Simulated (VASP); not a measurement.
# SnF (P4/mmm) in VASP: elastic constants with PBE

Aim: the elastic constants of SnF with PBE.

All numbers are computed with VASP 6.6.1; they aren't measurements. Logs are shortened: lines on timing, memory, paths and dates and some standing lists are left out, and cuts for length are marked.

## (1) The cell of the first run

It takes space group P4/mmm (No. 123, tetragonal). The conventional cell has a = 3.111 Å, b = 3.111 Å, c = 4.443 Å, α = 90.00°, β = 90.00°, γ = 90.00°. Sn (site symmetry 4/mmm) has 2 F at 2.22 Å within 2.9 Å. F (site symmetry 4/mmm) has 2 Sn at 2.22 Å within 2.9 Å.

## (2) Elastic constants, PBE

Input file INCAR:

```
SYSTEM = SnF
ALGO     = Normal         ! electronic algorithm
EDIFF    = 1E-8           ! SCF threshold, eV
ENCUT    = 600            ! plane-wave cutoff, eV
GGA      = PE             ! functional
GGA_COMPAT= .False.      
IBRION   = 6              ! ionic algorithm
ISIF     = 3              ! what is computed and relaxed
ISMEAR   = -1             ! smearing method
KPAR     = 4            
LASPH    = .True.         ! aspherical terms in the spheres
LCHARG   = .False.        ! write CHGCAR
LREAL    = .False.        ! projectors in reciprocal space
LWAVE    = .False.        ! write WAVECAR
NBANDS   = 18             ! bands
NELM     = 120            ! most SCF steps
NFREE    = 2            
NSW      = 1              ! ionic steps
POTIM    = 0.015          ! step
PREC     = Accurate       ! precision mode
SIGMA    = 0.15           ! smearing width, eV
```

Input file KPOINTS:

```
k-points
0
Gamma
  18 18 12
  0 0 0
```

Input file POSCAR:

```
SnF
1.0
    3.1111993708      0.0000000000      0.0000000000
    0.0000000000      3.1111993708      0.0000000000
    0.0000000000      0.0000000000      4.4430935926
Sn F
1 1
Direct
    0.0000000000      0.0000000000      0.0000000000
    0.0000000000      0.0000000000      0.5000000000
```

Potentials or basis: VASP PAW PBE potentials, release 64 (Sn_d, F).

Started as:

```
$ cat potpaw_PBE.64/Sn_d/POTCAR potpaw_PBE.64/F/POTCAR > POTCAR
$ mpirun -np 4 vasp_std > vasp.out
```

OUTCAR:

```text
SYSTEM = SnF
   EDIFF = 1E-8
   ENCUT = 600
   GGA = PE
   IBRION = 6
   ISIF = 3
   ISMEAR = -1
   LASPH = .True.
   LREAL = .False.
   NELM = 120
   NFREE = 2
   NSW = 1
   POTIM = 0.015
   PREC = Accurate

 ion  position               nearest neighbor table
   1  0.000  0.000  0.000-   2 2.22   2 2.22
   2  0.000  0.000  0.500-   1 2.22   1 2.22

  LATTYP: Found a simple tetragonal cell.
 ALAT       =     3.1111993708
 C/A-ratio  =     1.4280967123

  Lattice vectors:

 A1 = (   3.1111993708,   0.0000000000,   0.0000000000)
 A2 = (   0.0000000000,   3.1111993708,   0.0000000000)
 A3 = (   0.0000000000,   0.0000000000,   4.4430935926)

Analysis of symmetry for initial positions (statically):
=====================================================================
 Subroutine PRICEL returns:
 Original cell was already a primitive cell.

 Routine SETGRP: Setting up the symmetry group for a
 simple tetragonal supercell.

 Subroutine GETGRP returns: Found 16 space group operations
 (whereof 16 operations were pure point group operations)
 out of a pool of 16 trial point group operations.

The static configuration has the point symmetry D_4h.

Analysis of symmetry for dynamics (positions and initial velocities):
=====================================================================
 Subroutine PRICEL returns:
 Original cell was already a primitive cell.

 Routine SETGRP: Setting up the symmetry group for a
 simple tetragonal supercell.

 Subroutine GETGRP returns: Found 16 space group operations
 (whereof 16 operations were pure point group operations)
 out of a pool of 16 trial point group operations.

The dynamic configuration has the point symmetry D_4h.

 Subroutine INISYM returns: Found 16 space group operations
 (whereof 16 operations are pure point group operations),
 and found     1 'primitive' translations

----------------------------------------------------------------------------------------

                                     Primitive cell

  volume of cell :      43.0072

  direct lattice vectors                    reciprocal lattice vectors
     3.111199371  0.000000000  0.000000000     0.321419453  0.000000000  0.000000000
     0.000000000  3.111199371  0.000000000     0.000000000  0.321419453  0.000000000
     0.000000000  0.000000000  4.443093593     0.000000000  0.000000000  0.225068408

  length of vectors
     3.111199371  3.111199371  4.443093593     0.321419453  0.321419453  0.225068408

  position of ions in fractional coordinates (direct lattice)
     0.000000000  0.000000000  0.000000000
     0.000000000  0.000000000  0.500000000

  ion indices of the primitive-cell ions
   primitive index   ion index
                 1           1
                 2           2

----------------------------------------------------------------------------------------

 KPOINTS: k-points

Automatic generation of k-mesh.
 Grid dimensions read from file:
 generate k-points for:   18   18   12

 Generating k-lattice:

  Cartesian coordinates                     Fractional coordinates (reciprocal lattice)
     0.017856636  0.000000000  0.000000000     0.055555556  0.000000000  0.000000000
     0.000000000  0.017856636  0.000000000     0.000000000  0.055555556  0.000000000
     0.000000000  0.000000000  0.018755701     0.000000000  0.000000000  0.083333333

  Length of vectors
     0.017856636  0.017856636  0.018755701

  Shift w.r.t. Gamma in fractional coordinates (k-lattice)
     0.000000000  0.000000000  0.000000000

 Subroutine IBZKPT returns following result:
 ===========================================

 Found    385 irreducible k-points:

 Following reciprocal coordinates:
            Coordinates               Weight
  0.000000  0.000000  0.000000      1.000000
  0.055556  0.000000  0.000000      4.000000
[... 49 lines left out ...]
   POTIM  = 0.0150    time-step for ionic-motion
   TEBEG  =    0.0;   TEEND  =   0.0 temperature during run
   PSTRESS=    0.0 pullay stress
   NELECT =      21.0000    total number of electrons
   NUPDOWN=      -1.0000    fix difference up-down
   EMIN   =  10.00;   EMAX   =-10.00  energy-range for DOS
   EFERMI =   0.00;   METHOD = LEGACY
   ISMEAR =    -1;   SIGMA  =   0.15  broadening in eV -4-tet -1-fermi 0-gaus
   EFERMI_NEDOS =   21; number of points for ismear=-14 and -15
   IALGO  =     38    algorithm
   IMIX   =      4    mixing-type and parameters
     AMIX     =   0.40;   BMIX     =  1.00
     AMIX_MAG =   1.60;   BMIX_MAG =  1.00
  volume/ion in A,a.u.               =      21.50       145.11
  Fermi-wavevector in a.u.,A,eV,Ry     =   1.289142  2.436126 22.611359  1.661888
  Thomas-Fermi vector in A             =   2.421053
   LORBIT       =      0    0 simple, 1 ext, 2 COOP (PROOUT), +10 PAW based schemes
   GGA     = PE    functional components
   LHFCALC =     F    Hartree Fock is set to
   AEXX    =    0.0000 exact exchange contribution
   IVDW    =     0    specifies the selected vdW correction
   LEPSILON=     F    determine dielectric tensor
   LRPA    =     F    only Hartree local field effects (RPA)
 finite differences with symmetry
 non-spin polarized calculation
  energy-cutoff  :      600.00
  volume of cell :       43.01
 maximum number of plane-waves:      1464
 NGX is ok and might be reduce to    28
   NGX = 13   NGY = 13   NGZ = 17

--------------------------------------- Ionic step        1  -------------------------------------------

 number of electron      20.9999992 magnetization

 Free energy of the ion-electron system (eV)
  ---------------------------------------------------
  ext. energy  EPLUGINS =         0.00000000
  ---------------------------------------------------
  free energy    TOTEN  =        -8.69584246 eV

  energy without entropy =       -8.65890691  energy(sigma->0) =       -8.67737468

------------------------ aborting loop because EDIFF is reached ----------------------------------------

  FORCE on cell =-STRESS in cart. coord.  units (eV):
  Direction    XX          YY          ZZ          XY          YZ          ZX
  --------------------------------------------------------------------------------------
  -------------------------------------------------------------------------------------
  Total       -0.0470915     -0.0470915      0.0708331      0.0000000      0.0000000      0.0000000
  in kB       -1.7543313     -1.7543313      2.6387940      0.0000000      0.0000000      0.0000000
  external PRESSURE =      -0.2899562 kB  Pullay stress =       0.0000000 kB
[... 89 lines left out ...]
  FREE ENERGIE OF THE ION-ELECTRON SYSTEM (eV)
  ---------------------------------------------------
  free  energy   TOTEN  =        -8.6941861500 eV

  energy  without entropy=       -8.6583682051  energy(sigma->0) =       -8.67627718

 E-fermi :   4.4792     XC(G=0):  -9.1953

 val. band max:        4.4500802276   @ k =   0.5000   0.5000   0.0000
 cond. band min:       4.4822805923   @ k =   0.3889   0.3333   0.2500
 fundamental gap:      0.0322003647
 Fermi energy:         4.4792292378

 k-point     1 :       0.0000    0.0000    0.0000
  band No.  band energies     occupation
      1     -19.3705      2.00000
      2     -17.0817      2.00000
      3     -16.8271      2.00000
      4     -16.8271      2.00000
      5     -16.7493      2.00000
      6     -16.5271      2.00000
[... 493 lines left out ...]
     17      18.4053      0.00000
     18      20.2305      0.00000

 [... further k-points ...]

[... ionic steps 4 to 18 ...]

--------------------------------------- Ionic step       19  -------------------------------------------

 number of electron      20.9999992 magnetization

------------------------ aborting loop because EDIFF is reached ----------------------------------------
[... 67 lines left out ...]
--------------------------------------- Ionic step       21  -------------------------------------------

 number of electron      20.9999993 magnetization

 Free energy of the ion-electron system (eV)
  ---------------------------------------------------
  ext. energy  EPLUGINS =         0.00000000
  ---------------------------------------------------
  free energy    TOTEN  =        -8.69547752 eV

  energy without entropy =       -8.65854157  energy(sigma->0) =       -8.67700954

 E-fermi :   4.2438     XC(G=0):  -9.1297

 val. band max:        4.2091295883   @ k =   0.5000   0.5000   0.0000
 cond. band min:       4.2537457524   @ k =   0.3889   0.3333   0.2500
 fundamental gap:      0.0446161642
 Fermi energy:         4.2438404254

 k-point     1 :       0.0000    0.0000    0.0000
  band No.  band energies     occupation
      1     -19.2843      2.00000
      2     -17.3105      2.00000
      3     -17.0525      2.00000
      4     -17.0525      2.00000
      5     -16.9784      2.00000
      6     -16.7732      2.00000
[... 524 lines left out ...]
  FREE ENERGIE OF THE ION-ELECTRON SYSTEM (eV)
  ---------------------------------------------------
  free  energy   TOTEN  =        -8.6954775173 eV

  energy  without entropy=       -8.6585415687  energy(sigma->0) =       -8.67700954

 INTERNAL STRAIN TENSORS FROM STRAINED CELLS
 ============================================

 INTERNAL STRAIN TENSOR FOR ION    1 for displacements in x,y,z  (eV/Angst):
          X           Y           Z          XY          YZ          ZX
  --------------------------------------------------------------------------------
  x     0.00000     0.00000     0.00000     0.00000     0.00000     0.00000
  y     0.00000     0.00000     0.00000    -0.00000     0.00000     0.00000
  z     0.00000     0.00000     0.00000     0.00000     0.00000     0.00000

 INTERNAL STRAIN TENSORS FROM DISPLACED ATOMS
 ============================================

 INTERNAL STRAIN TENSOR FOR ION    1 for displacements in x,y,z  (eV/Angst):
          X           Y           Z          XY          YZ          ZX
  --------------------------------------------------------------------------------
  x     0.00000     0.00000     0.00000     0.00000     0.00000     0.00000
  y     0.00000     0.00000     0.00000     0.00000     0.00000     0.00000
  z     0.00000     0.00000     0.00000     0.00000     0.00000     0.00000

 INTERNAL STRAIN TENSOR FOR ION    2 for displacements in x,y,z  (eV/Angst):
          X           Y           Z          XY          YZ          ZX
  --------------------------------------------------------------------------------
  x     0.00000     0.00000     0.00000     0.00000     0.00000     0.00000
  y     0.00000     0.00000     0.00000     0.00000     0.00000     0.00000
  z     0.00000     0.00000     0.00000     0.00000     0.00000     0.00000

 Eigenvectors and eigenvalues of the dynamical matrix
 ----------------------------------------------------

   1 f  =    6.964725 THz    43.760660 2PiTHz  232.318229 cm-1    28.803776 meV
             X         Y         Z           dx          dy          dz
      0.000000  0.000000  0.000000     0.000000    0.000000   -0.371389
      0.000000  0.000000  2.221547     0.000000   -0.000000    0.928477
[... 21 lines left out ...]
   6 f/i=    0.013920 THz     0.087461 2PiTHz    0.464316 cm-1     0.057568 meV
             X         Y         Z           dx          dy          dz
      0.000000  0.000000  0.000000     0.000000    0.932457   -0.000000
      0.000000  0.000000  2.221547     0.000000    0.361281   -0.000000

--------------------------------------------------------------------------------------------------------

 ELASTIC MODULI CONTR FROM IONIC RELAXATION (kBar)
 Direction    XX          YY          ZZ          XY          YZ          ZX
 --------------------------------------------------------------------------------
 XX           0.0000      0.0000      0.0000      0.0000      0.0000      0.0000
 YY           0.0000      0.0000      0.0000      0.0000      0.0000      0.0000
 ZZ           0.0000      0.0000      0.0000      0.0000      0.0000      0.0000
 XY           0.0000      0.0000      0.0000      0.0000      0.0000      0.0000
 YZ           0.0000      0.0000      0.0000      0.0000      0.0000      0.0000
 ZX           0.0000      0.0000      0.0000      0.0000      0.0000      0.0000
 --------------------------------------------------------------------------------

 TOTAL ELASTIC MODULI (kBar)
 Direction    XX          YY          ZZ          XY          YZ          ZX
 --------------------------------------------------------------------------------
 XX         745.6108    115.6794    -87.1826      0.0000     -0.0000      0.0000
 YY         115.6794    745.6108    -87.1826      0.0000      0.0000      0.0000
 ZZ         -87.1826    -87.1826   3327.6852      0.0000      0.0000      0.0000
 XY           0.0000      0.0000      0.0000     -8.9122      0.0000      0.0000
 YZ          -0.0000      0.0000      0.0000      0.0000     78.0211      0.0000
 ZX           0.0000      0.0000      0.0000      0.0000      0.0000     78.0215
 --------------------------------------------------------------------------------
```

Run time: 23 min. Hardware: 4 MPI ranks of Intel Xeon 6975P-C (Granite Rapids), shared host; peak memory 1.5 GiB.

Results:

- Voigt bulk modulus: 52 GPa
- Highest phonon frequency at Γ, LO-TO splitting left out: 232 cm⁻¹

Phonon frequencies in cm⁻¹ (negative: imaginary):
```
              q point      frequencies
(0.000, 0.000, 0.000)  0 0 0 43 43 232
```

Elastic tensor in Voigt notation (GPa, in the Cartesian axes of the cell as first typed):
```
 75  12  -9   0   0   0
 12  75  -9   0   0   0
 -9  -9 333   0   0   0
  0   0   0   8   0   0
  0   0   0   0   8   0
  0   0   0   0   0  -1
```

Clamped-ion elastic tensor (GPa):
```
 75  12  -9   0   0   0
 12  75  -9   0   0   0
 -9  -9 333   0   0   0
  0   0   0   8   0   0
  0   0   0   0   8   0
  0   0   0   0   0  -1
```

Caveat: the elastic tensor has a negative eigenvalue, so either the cell is unstable as it stands or the mesh is too thin; spin-orbit coupling is left out, which moves the levels of the heavy elements.
